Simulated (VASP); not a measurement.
A run of VASP 6.6.1 is set up as follows.

The input INCAR:

```
PREC = Accurate
ENCUT = 600
EDIFF = 1E-7
ISMEAR = -1
SIGMA = 0.1
LREAL = False
LASPH = True
NELM = 100
ALGO = Normal
ISIF = 3
LWAVE = False
LCHARG = False
GGA = PS
IBRION = 2
NSW = 60
EDIFFG = -0.005
PSTRESS = 800.0
```

Contents of KPOINTS:

```
regular mesh
0
Gamma
  24 24 24
```

POSCAR

```
Be
1.0
   -1.1089328202      1.1089328202      1.1089328202
    1.1089328202     -1.1089328202      1.1089328202
    1.1089328202      1.1089328202     -1.1089328202
Be
1
Direct
    0.0000000000      0.0000000000      0.0000000000
```

Potentials or basis: VASP PAW PBE potentials, release 64 (Be).

Launch:

```bash
$ cat potpaw_PBE.64/Be/POTCAR > POTCAR
$ mpirun -np 1 vasp_std > vasp.out
```

(1) Estimate the band gap on the k mesh.

(2) Predict the relaxed volume.

(3) Estimate the space group after relaxing (to 0.1 Å).

Results:

(1) zero (bands 1 and 2 overlap by 7.18 eV).

(2) 5.44 Å³/atom.

(3) Im-3m (No. 229).

Caveat: the cell is relaxed towards a set pressure, so the run minimises the enthalpy, not the energy; the PAW data sets were made with another functional, which shifts forces and pressure a little.
